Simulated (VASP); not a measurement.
Write the native input for VASP 6.6.1 that does the following.

```
Task                   : electric field gradients
Functional             : PBE
Potentials or basis    : VASP PAW PBE potentials, release 64 (Ti_sv, Si)
Cutoff                 : 520 eV
k mesh                 : 8 × 8 × 8
Occupations            : fermi-dirac, width 0.08 eV
Spin                   : no spin polarisation
Dipole correction      : no
Further INCAR settings : ALGO = Normal; EDIFF = 1e-08; NBANDS = 29
```

The structure of TiSi2 lies in POSCAR:

```
TiSi2
1.0
    0.0000000000      4.0623445288      4.2039051019
    2.3542460462      0.0000000000      4.2039051019
    2.3542460462      4.0623445288      0.0000000000
Ti Si
2 4
Direct
    0.7500000000      0.7500000000      0.7500000000
    0.5000000000      0.5000000000      0.5000000000
    0.0830000000      0.4170000000      0.0830000000
    0.4170000000      0.0830000000      0.4170000000
    0.1670000000      0.8330000000      0.1670000000
    0.8330000000      0.1670000000      0.8330000000
```

These files were run (other wordings do the same):

INCAR

```
SYSTEM = TiSi2
ALGO = Normal ; EDIFF = 1E-8
ENCUT = 520 ; GGA = PE
ISIF = 2 ; ISMEAR = -1
LASPH = .TRUE. ; LCHARG = .FALSE.
LEFG = .TRUE. ; LREAL = .FALSE.
LWAVE = .FALSE. ; NBANDS = 29
NELM = 60 ; PREC = Accurate
SIGMA = 0.08
```

KPOINTS

```
k-points
0
G
  8 8 8
  0 0 0
```

Potentials or basis: VASP PAW PBE potentials, release 64 (Ti_sv, Si).

The run is started by

```bash
$ cat potpaw_PBE.64/Ti_sv/POTCAR potpaw_PBE.64/Si/POTCAR > POTCAR
$ mpirun -np 1 vasp_std > vasp.out
```

It gave:

The pressure is 9.1 GPa and the largest force is 0.215 eV/Å. The band gap on the k mesh is zero (bands 20 and 21 overlap by 1.93 eV) and the largest electric field gradient by atom is Ti +10.4; Si -35.1 V/Å².

Caveat: the cell stands under pressure; without QUAD_EFG the Cq values of the log hold for a quadrupole moment of 1 mb, not for the nuclei.

Wall time 2.8 min on 1 thread of Intel(R) Xeon(R) 6975P-C (Granite Rapids), with other jobs on the host, peak memory 0.34 GiB.
